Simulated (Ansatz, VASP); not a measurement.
# Pb: VASP beside Ansatz

File INCAR:

```
SYSTEM = Pb
PREC = Accurate
ENCUT = 500
EDIFF = 1E-6
ISMEAR = 0
SIGMA = 0.1
LREAL = .FALSE.
LASPH = .TRUE.
NELM = 120
ALGO = Normal
ISIF = 2
LWAVE = .FALSE.
LCHARG = .TRUE.
LELF = .TRUE.
LVHAR = .TRUE.
NBANDS = 21
GGA_COMPAT = .FALSE.
```

File KPOINTS:

```
Automatic mesh
0
G
  6 6 4
  0 0 0
```

File POSCAR:

```
Pb
1.0
    3.0386068135     -1.7503199600      0.0000000000
    3.0386068135      1.7503199600      0.0000000000
   -2.1154626375      0.0000000000      6.0952248674
Pb
2
Direct
    0.0914915900      0.0914915900      0.2737078000
    0.9085084100      0.9085084100      0.7262922000
```

Input for Ansatz:

```yaml
crystal:
  lattice:
    - [3.0386068135, -1.75031996, 0.0]
    - [3.0386068135, 1.75031996, 0.0]
    - [-2.1154626375, 0.0, 6.0952248674]
  atoms:
    - { symbol: Pb, position: [0.09149159, 0.09149159, 0.2737078] }
    - { symbol: Pb, position: [0.90850841, 0.90850841, 0.7262922] }
basis:
  ecutwfc: 420
kpoints:
  mp_grid: { grid: [6, 6, 4] }
hamiltonian:
  xc: lda
scf:
  occupations: { method: gaussian, width: 0.1 }
  max_iter: 30
  convergence: { dr2_threshold: "1e-9 eV" }
output:
  forces: true
  stress: true
  eigenvalues: true
```

Alike in both runs: task single point; functional LDA; k mesh 6 × 6 × 4; occupations gaussian, width 0.1 eV; no spin polarisation.

|  | VASP | Ansatz |
| --- | --- | --- |
| version | VASP 6.6.1 | Ansatz 0.2.0 |
| potentials or method | VASP PAW LDA potentials, release 64 (Pb_d), cutoff 500 eV | scalar-relativistic, plane waves, PAW |
| valence electrons in the cell | 28 | 28 |

```tsv
	VASP	Ansatz	Ansatz less VASP
gap on the k mesh at the Fermi level (eV)	none	none	-
pressure (GPa)	-2.7	-2.7	-0.01
traceless stress, the component that is largest in VASP (GPa)	1.73	1.72	-0.009
rms of the force components (eV/Å)	0.051	0.047	-0.0041
```

LDA's correlation is that of Perdew and Zunger in VASP and of Perdew and Wang (1992) in Ansatz. Atom by atom the forces differ by 0.004 eV/Å (rms over components). A gap of «none» marks a metal or a gap that the smearing closes. Ansatz's warnings: stress scf threshold loose.

Neither program's run includes spin-orbit coupling.
